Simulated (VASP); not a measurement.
# BAs (gw) (F-43m) in VASP: notebook

Runs on BAs (gw). Level: PBEsol. Tasks: single point.

Program: VASP 6.6.1. These are calculated values, not measurements. Logs are shortened: lines on timing, memory, paths and dates and some standing lists are left out, and cuts for length are marked.

**1. The cell of the first run**

The structure is cubic, space group F-43m (No. 216). Conventional cell: a = 4.768 Å, b = 4.768 Å, c = 4.768 Å, α = 90.00°, β = 90.00°, γ = 90.00°. B (site symmetry -43m) has 4 As at 2.06 Å within 2.7 Å. Within 2.7 Å of As (site symmetry -43m) lie 4 B at 2.06 Å.

**2. Single point, PBEsol**

Contents of INCAR:

```
SYSTEM = BAs
  PREC = Accurate
  ENCUT = 500
  EDIFF = 1E-6
  ISMEAR = 0
  SIGMA = 0.01
  LREAL = .False.
  LASPH = .True.
  NELM = 120
  ALGO = Normal
  ISIF = 2
  LWAVE = .False.
  LCHARG = .True.
  GGA = PS
  LELF = .True.
  LVHAR = .True.
  NBANDS = 11
  GGA_COMPAT = .False.
```

Contents of KPOINTS:

```
regular mesh
0
Gamma
  4 4 4
  0 0 0
```

Contents of POSCAR:

```
BAs
1.0
    0.0000000000      2.3838694125      2.3838694125
    2.3838694125      0.0000000000      2.3838694125
    2.3838694125      2.3838694125      0.0000000000
B As
1 1
Direct
    0.0000000000      0.0000000000      0.0000000000
    0.2500000000      0.2500000000      0.2500000000
```

Potentials or basis: VASP PAW PBE potentials, release 64 (B, As).

Launch:

```console
$ cat potpaw_PBE.64/B/POTCAR potpaw_PBE.64/As/POTCAR > POTCAR
$ mpirun -np 1 vasp_std > vasp.out
```

OUTCAR:

```text
SYSTEM = BAs
   PREC = Accurate
   ENCUT = 500
   EDIFF = 1E-6
   ISMEAR = 0
   LREAL = .False.
   LASPH = .True.
   NELM = 120
   ISIF = 2
   GGA = PS

 ion  position               nearest neighbor table
   1  0.000  0.000  0.000-   2 2.06   2 2.06   2 2.06   2 2.06
   2  0.250  0.250  0.250-   1 2.06   1 2.06   1 2.06   1 2.06

  LATTYP: Found a face centered cubic cell.
 ALAT       =     4.7677388250

  Lattice vectors:

 A1 = (   0.0000000000,   2.3838694125,   2.3838694125)
 A2 = (   2.3838694125,   0.0000000000,   2.3838694125)
 A3 = (   2.3838694125,   2.3838694125,   0.0000000000)

Analysis of symmetry for initial positions (statically):
[... 5 lines left out ...]
 face centered cubic supercell.

 Subroutine GETGRP returns: Found 24 space group operations
 (whereof 24 operations were pure point group operations)
 out of a pool of 48 trial point group operations.

The static configuration has the point symmetry T_d .

Analysis of symmetry for dynamics (positions and initial velocities):
[... 5 lines left out ...]
 face centered cubic supercell.

 Subroutine GETGRP returns: Found 24 space group operations
 (whereof 24 operations were pure point group operations)
 out of a pool of 48 trial point group operations.

The dynamic configuration has the point symmetry T_d .

 Subroutine INISYM returns: Found 24 space group operations
 (whereof 24 operations are pure point group operations),
 and found     1 'primitive' translations

----------------------------------------------------------------------------------------

                                     Primitive cell

  volume of cell :      27.0943

  direct lattice vectors                    reciprocal lattice vectors
     0.000000000  2.383869413  2.383869413    -0.209743033  0.209743033  0.209743033
     2.383869413  0.000000000  2.383869413     0.209743033 -0.209743033  0.209743033
     2.383869413  2.383869413  0.000000000     0.209743033  0.209743033 -0.209743033

  length of vectors
     3.371300454  3.371300454  3.371300454     0.363285589  0.363285589  0.363285589

  position of ions in fractional coordinates (direct lattice)
     0.000000000  0.000000000  0.000000000
     0.250000000  0.250000000  0.250000000

  ion indices of the primitive-cell ions
   primitive index   ion index
                 1           1
                 2           2

----------------------------------------------------------------------------------------

 KPOINTS: regular mesh

Automatic generation of k-mesh.
 Grid dimensions read from file:
 generate k-points for:    4    4    4

[... 53 lines left out ...]
   ISYM   =      2    0-nonsym 1-usesym 2-fastsym
   POTIM  = 0.5000    time-step for ionic-motion
   TEBEG  =    0.0;   TEEND  =   0.0 temperature during run
   PSTRESS=    0.0 pullay stress
   NELECT =       8.0000    total number of electrons
   NUPDOWN=      -1.0000    fix difference up-down
   EMIN   =  10.00;   EMAX   =-10.00  energy-range for DOS
   EFERMI =   0.00;   METHOD = LEGACY
   ISMEAR =     0;   SIGMA  =   0.01  broadening in eV -4-tet -1-fermi 0-gaus
   EFERMI_NEDOS =   21; number of points for ismear=-14 and -15
   IALGO  =     38    algorithm
   IMIX   =      4    mixing-type and parameters
     AMIX     =   0.40;   BMIX     =  1.00
     AMIX_MAG =   1.60;   BMIX_MAG =  1.00
  volume/ion in A,a.u.               =      13.55        91.42
  Fermi-wavevector in a.u.,A,eV,Ry     =   1.090132  2.060051 16.168993  1.188387
  Thomas-Fermi vector in A             =   2.226350
   LORBIT       =      0    0 simple, 1 ext, 2 COOP (PROOUT), +10 PAW based schemes
   GGA     = PS    functional components
   LHFCALC =     F    Hartree Fock is set to
   AEXX    =    0.0000 exact exchange contribution
   IVDW    =     0    specifies the selected vdW correction
   LEPSILON=     F    determine dielectric tensor
   LRPA    =     F    only Hartree local field effects (RPA)
 non-spin polarized calculation
 Gauss-broadening in eV      SIGMA  =   0.01
  energy-cutoff  :      500.00
  volume of cell :       27.09
 maximum number of plane-waves:       701
 NGX is ok and might be reduce to    28
   NGX = 13   NGY = 13   NGZ = 13

 number of electron       8.0000000 magnetization

 Free energy of the ion-electron system (eV)
  ---------------------------------------------------
  ext. energy  EPLUGINS =         0.00000000
  ---------------------------------------------------
  free energy    TOTEN  =       -12.01797765 eV

  energy without entropy =      -12.01797765  energy(sigma->0) =      -12.01797765

 E-fermi :   6.2149     XC(G=0): -10.7384

 val. band max:        6.1494647951   @ k =   0.0000   0.0000   0.0000
 cond. band min:       7.4355398801   @ k =   0.5000   0.5000   0.0000
 fundamental gap:      1.2860750850
 Fermi energy:         6.2149115545

 k-point     1 :       0.0000    0.0000    0.0000
  band No.  band energies     occupation
      1      -9.3548      2.00000
      2       6.1495      2.00000
      3       6.1495      2.00000
      4       6.1495      2.00000
      5       9.3784      0.00000
      6       9.3784      0.00000
      7       9.3784      0.00000
      8      10.9059      0.00000
      9      15.5064      0.00000
     10      19.0777      0.00000
     11      19.0777      0.00000
[... 85 lines left out ...]
 k-point     8 :      -0.2500    0.5000    0.2500
  band No.  band energies     occupation
      1      -4.9576      2.00000
      2      -1.9333      2.00000
      3       0.5468      2.00000
      4       0.8463      2.00000
      5      11.3008      0.00000
      6      12.0803      0.00000
      7      12.8076      0.00000
      8      13.1752      0.00000
      9      18.4326      0.00000
     10      21.6769      0.00000
     11      21.7875      0.00000

------------------------ aborting loop because EDIFF is reached ----------------------------------------

  FORCE on cell =-STRESS in cart. coord.  units (eV):
  Direction    XX          YY          ZZ          XY          YZ          ZX
  --------------------------------------------------------------------------------------
  -------------------------------------------------------------------------------------
  Total        0.2547403      0.2547403      0.2547403     -0.0000000      0.0000000     -0.0000000
  in kB       15.0636707     15.0636707     15.0636707     -0.0000000      0.0000000     -0.0000000
  external PRESSURE =      15.0636707 kB  Pullay stress =       0.0000000 kB

 VOLUME and BASIS-vectors are now :
 -----------------------------------------------------------------------------
  energy-cutoff  :      500.00
  volume of cell :       27.09
      direct lattice vectors                 reciprocal lattice vectors
     0.000000000  2.383869413  2.383869413    -0.209743033  0.209743033  0.209743033
     2.383869413  0.000000000  2.383869413     0.209743033 -0.209743033  0.209743033
     2.383869413  2.383869413  0.000000000     0.209743033  0.209743033 -0.209743033

 POSITION                                       TOTAL-FORCE (eV/Angst)
 -----------------------------------------------------------------------------------
      0.00000      0.00000      0.00000        -0.000000      0.000000      0.000000
      1.19193      1.19193      1.19193         0.000000     -0.000000     -0.000000
 -----------------------------------------------------------------------------------
    total drift:                               -0.000000     -0.000000     -0.000000

  FREE ENERGIE OF THE ION-ELECTRON SYSTEM (eV)
  ---------------------------------------------------
  free  energy   TOTEN  =       -12.0179776522 eV

  energy  without entropy=      -12.0179776522  energy(sigma->0) =      -12.01797765
```

stdout:

```text
POSCAR found type information on POSCAR B As
 POSCAR found :  2 types and       2 ions
 scaLAPACK will be used
 -----------------------------------------------------------------------------
|                                                                             |
|                                                                             |
|     You enforced a specific xc type in the INCAR file but a different       |
|     I HOPE YOU KNOW WHAT YOU ARE DOING!                                     |
|                                                                             |
 -----------------------------------------------------------------------------

 LDA part: xc-table for (Slater+PW92), standard interpolation
 POSCAR, INCAR and KPOINTS ok, starting setup
 FFT: planning ... GRIDC
 FFT: planning ... GRID_SOFT
 FFT: planning ... GRID
 WAVECAR not read
 entering main loop
```

Wall time 2.8 s (1 thread of Intel Xeon 6975P-C (Granite Rapids), shared host); peak memory 0.15 GiB.

Results:

* Free energy: -12.0180 eV
* Pressure: 1.5 GPa
* Band gap on the k mesh: 1.29 eV, indirect (least direct gap 3.23 eV)

Levels at points of the mesh, in eV from the valence-band top:
| k point | band 2 | band 3 | band 4 | band 5 | band 6 | band 7 |
| --- | --- | --- | --- | --- | --- | --- |
| (0.00, 0.00, 0.00) | 0.00 | 0.00 | 0.00 | 3.23 | 3.23 | 3.23 |
| (0.50, 0.00, 0.00) | -8.89 | -1.84 | -1.84 | 2.68 | 4.71 | 4.71 |
| (0.50, 0.50, 0.00) | -8.57 | -4.14 | -4.14 | 1.29 | 1.31 | 11.40 |

Caveat: the k points lie up to 0.57 Å⁻¹ apart; the PAW data sets were made with another functional, which shifts forces and pressure a little.

**3. Single point, PBEsol**

Contents of INCAR:

```
  PREC = Accurate
  ENCUT = 500
  EDIFF = 1E-6
  ISMEAR = 0
  SIGMA = 0.01
  LREAL = F
  LASPH = T
  NELM = 120
  ALGO = Normal
  ISIF = 2
  LWAVE = F
  LCHARG = T
  GGA = PS
  LELF = T
  LVHAR = T
  NBANDS = 11
  GGA_COMPAT = F
```

Contents of KPOINTS:

```
regular mesh
0
Gamma
  4 4 4
```

POSCAR is that of step 2.

Potentials or basis: VASP PAW PBE potentials, release 64 (B, As).

Launch:

```console
$ cat potpaw_PBE.64/B/POTCAR potpaw_PBE.64/As/POTCAR > POTCAR
$ mpirun -np 1 vasp_std > vasp.out
```

It took 2.8 s on 1 thread of Intel Xeon 6975P-C (Granite Rapids), shared host; peak memory 0.15 GiB.

The run converged. Its results:

| Quantity | Value |
| --- | --- |
| Free energy | -12.0180 eV |
| Pressure | 1.5 GPa |
| Band gap on the k mesh | 1.29 eV, indirect (least direct gap 3.23 eV) |

Levels at points of the mesh, in eV from the valence-band top:
| k point | band 1 | band 2 | band 3 | band 4 | band 5 | band 6 | band 7 | band 8 | band 9 |
| --- | --- | --- | --- | --- | --- | --- | --- | --- | --- |
| (0.00, 0.00, 0.00) | -15.50 | 0.00 | 0.00 | 0.00 | 3.23 | 3.23 | 3.23 | 4.76 | 9.36 |
| (0.50, 0.00, 0.00) | -12.60 | -8.89 | -1.84 | -1.84 | 2.68 | 4.71 | 4.71 | 8.70 | 12.59 |
| (0.50, 0.50, 0.00) | -11.28 | -8.57 | -4.14 | -4.14 | 1.29 | 1.31 | 11.40 | 11.40 | 12.83 |

Caveat: the k points lie up to 0.57 Å⁻¹ apart; the PAW data sets were made with another functional, which shifts forces and pressure a little.
